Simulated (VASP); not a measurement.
# Ca: density of states with PBE

Ca:

```
CELL_PARAMETERS angstrom
-2.19288 2.19288 2.19288
2.19288 -2.19288 2.19288
2.19288 2.19288 -2.19288
ATOMIC_POSITIONS crystal
Ca 0.00000 0.00000 0.00000
```

| Property | Result |
| --- | --- |
| Program | VASP 6.6.1 |
| Task | density of states |
| Functional | PBE |
| Potentials or basis | VASP PAW PBE potentials, release 64 (Ca_sv) |
| Cutoff | 520 eV |
| k mesh | 14 × 14 × 14 |
| Occupations | gaussian, width 0.05 eV |
| Spin | no spin polarisation |
| Dipole correction | no |
| k mesh for the DOS | 21 × 21 × 21 |
| Occupations for the DOS | tetrahedron |
| Further INCAR settings | ALGO = Normal; EDIFF = 1e-06 |

```yaml
Valence_electrons_inside_the_program's_atomic_spheres: Ca 8.08
```

Levels at points of the mesh, in eV from the Fermi level:
```tsv
k point	band 1	band 2	band 3	band 4	band 5	band 6	band 7	band 8	band 9
(0.00, 0.00, 0.00)	-42.09	-23.01	-23.01	-23.01	-4.10	2.26	2.26	2.26	3.32
```

Run time: 78 s on 1 thread of Intel(R) Xeon(R) 6975P-C (Granite Rapids), with other jobs on the host, peak memory 0.24 GiB.
